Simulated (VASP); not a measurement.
Wanted: the native input for a VASP 6.6.1 run.

```yaml
Task: single point
Functional: PBE
Potentials_or_basis: VASP PAW PBE potentials, release 64 (Mn_pv)
Cutoff: 500 eV
k_mesh: 4 × 4 × 4
Occupations: fermi-dirac, width 0.1 eV
Spin: collinear spin, ferromagnetic start
Starting_moments: "[1.0, 1.0] μB"
Dipole_correction: no
Further_INCAR_settings: ALGO = Normal; EDIFF = 1e-06; NBANDS = 24
```

The structure of Mn lies in POSCAR:

```
Mn
1.0
    2.9600000000      0.0000000000      0.0000000000
    0.0000000000      2.9600000000      0.0000000000
    0.0000000000      0.0000000000      2.9600000000
Mn
2
Direct
    0.0000000000      0.0000000000      0.0000000000
    0.5100000000      0.5100000000      0.5100000000
```

One way to write it, as run:

INCAR

```
SYSTEM = Mn
PREC     = Accurate       ! precision mode
ENCUT    = 500            ! plane-wave cutoff, eV
EDIFF    = 1E-6           ! SCF threshold, eV
ISMEAR   = -1             ! smearing method
SIGMA    = 0.1            ! smearing width, eV
LREAL    = .False.        ! projectors in reciprocal space
LASPH    = .True.         ! aspherical terms in the spheres
NELM     = 200            ! most SCF steps
ALGO     = Normal         ! electronic algorithm
ISIF     = 2              ! what is computed and relaxed
LWAVE    = .False.        ! write WAVECAR
LCHARG   = .False.        ! write CHGCAR
ISPIN    = 2              ! spin polarisation
MAGMOM   = 1 1            ! initial moments
LORBIT   = 11             ! projections on sites
LMAXMIX  = 4              ! l up to which the mixer works
GGA      = PE             ! functional
NBANDS   = 24             ! bands
GGA_COMPAT= .False.
```

KPOINTS

```
regular mesh
0
Gamma
  4 4 4
  0 0 0
```

Potentials or basis: VASP PAW PBE potentials, release 64 (Mn_pv).

Command:

```bash
$ cat potpaw_PBE.64/Mn_pv/POTCAR > POTCAR
$ mpirun -np 1 vasp_std > vasp.out
```

Results of the run:

```
Pressure                                              : -28.9 GPa
Largest force                                         : 0.120 eV/Å
Net moment                                            : 2.11 μB per cell
Site moments                                          : Mn +1.07 μB
Valence electrons inside the program's atomic spheres : Mn 11.68
```

Caveat: the k points lie up to 0.53 Å⁻¹ apart.

Run time: 7.2 s on 1 thread of Intel(R) Xeon(R) 6975P-C (Granite Rapids) (shared host), peak memory 0.14 GiB.
